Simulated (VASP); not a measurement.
Crystal: Ag.

```
CELL_PARAMETERS angstrom
0.00000 2.03426 2.03426
2.03426 0.00000 2.03426
2.03426 2.03426 0.00000
ATOMIC_POSITIONS crystal
Ag 0.00000 0.00000 0.00000
```

Base run:

| Item | Value |
| --- | --- |
| Program | VASP 6.6.1 |
| Functional | PBEsol |
| Potentials or basis | VASP PAW PBE potentials, release 64 (Ag) |
| Cutoff | 520 eV |
| k mesh | 8 × 8 × 8 |
| Occupations | fermi-dirac, width 0.1 eV |
| Spin | no spin polarisation |
| Hubbard terms | Ag d U = 6.0 eV |

Its results: pressure -3.0 GPa.

The run is repeated on the same cell with these changes: hubbard terms from Ag d U = 6.0 eV to none. What comes out?

Pressure -0.8 GPa.

Caveats: the PAW data sets were made with another functional, which shifts forces and pressure a little; U without spin polarisation on a metal has little footing (some runs); the U is typed as a test and isn't derived for this compound (some runs).
